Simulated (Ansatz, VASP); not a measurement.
Two plane-wave programs on Ta

```
CELL_PARAMETERS angstrom
-1.62301 1.62301 1.62301
1.62301 -1.62301 1.62301
1.62301 1.62301 -1.62301
ATOMIC_POSITIONS crystal
Ta 0.00000 0.00000 0.00000
```

Alike in both runs: task single point; functional LDA; k mesh 22 × 22 × 22; occupations gaussian, width 0.05 eV; no spin polarisation.

|  | VASP | Ansatz |
| --- | --- | --- |
| version | VASP 6.6.1 | Ansatz 0.2.0 |
| potentials or method | VASP PAW LDA potentials, release 64 (Ta_pv), cutoff 520 eV | scalar-relativistic, plane waves, PAW |
| valence electrons in the cell | 11 | 13 |

|  | VASP | Ansatz | Ansatz less VASP |
| --- | --- | --- | --- |
| gap on the k mesh at the Fermi level (eV) | none | none | - |
| pressure (GPa) | 2.2 | 1.3 | -0.86 |

LDA's correlation is that of Perdew and Zunger in VASP and of Perdew and Wang (1992) in Ansatz. A gap of «none» marks a metal or a gap that the smearing closes. VASP's potentials hold 11 valence electrons a cell and Ansatz's 13, so a difference there can come from the potentials and not from the codes.

Spin-orbit coupling is off throughout.
